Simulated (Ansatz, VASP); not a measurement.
Two plane-wave programs on BiTe

INCAR

```
PREC = Accurate
ENCUT = 520
EDIFF = 1E-8
ISMEAR = -1
SIGMA = 0.08
LREAL = False
LASPH = True
NELM = 100
ALGO = Normal
ISIF = 2
LWAVE = False
LCHARG = False
GGA = CA
LEFG = True
NBANDS = 18
```

KPOINTS

```
regular mesh
0
Gamma
  10 10 10
```

File POSCAR:

```
BiTe
1.0
    0.0000000000      3.2026500000      3.2350000000
    3.2026500000      0.0000000000      3.2350000000
    3.2026500000      3.2026500000      0.0000000000
Bi Te
1 1
Direct
    0.0000000000      0.0000000000      0.0000000000
    0.5000000000      0.5000000000      0.5000000000
```

Input for Ansatz:

```yaml
crystal:
  lattice:
    - [0.0, 3.20265, 3.235]
    - [3.20265, 0.0, 3.235]
    - [3.20265, 3.20265, 0.0]
  atoms:
    - { symbol: Bi, position: [0.0, 0.0, 0.0] }
    - { symbol: Te, position: [0.5, 0.5, 0.5] }
kpoints:
  mp_grid: { grid: [10, 10, 10] }
scf:
  occupations: { method: fermi_dirac, width: 0.08 }
hamiltonian:
  xc: lda
  pseudopotentials: { kind: paw }
output:
  forces: true
  stress: true
  eigenvalues: true
  efg: { contact_densities: true }
```

Change from the starting cell: equal xx and yy strain of -1 %, PAW files.

Alike in both runs: task electric field gradients; functional LDA; k mesh 10 × 10 × 10; occupations fermi-dirac, width 0.08 eV; no spin polarisation.

|  | VASP | Ansatz |
| --- | --- | --- |
| version | VASP 6.6.1 | Ansatz 0.2.0 |
| potentials or method | VASP PAW LDA potentials, release 64 (Bi_d, Te) | PAW with Ansatz's default frozen-core files, scalar-relativistic |
| plane-wave cutoff (eV) | 520 | 420 |
| valence electrons in the cell | 21 | 31 |

Ansatz gave:

```
pressure (GPa)                                                : -1.9
traceless stress, the component that is largest in VASP (GPa) : -0.48
size of Vzz on the site where it differs most (V/Å²)          : 23.9
```

Q: Which values does VASP return?

A: Pressure (GPa): -1.8; traceless stress, the component that is largest in VASP (GPa): -0.48; size of Vzz on the site where it differs most (V/Å²): 22.6.

LDA's correlation is that of Perdew and Zunger in VASP and of Perdew and Wang (1992) in Ansatz. VASP's potentials hold 21 valence electrons a cell and Ansatz's 31, so a difference there can come from the potentials and not from the codes.

Spin-orbit coupling is off throughout.
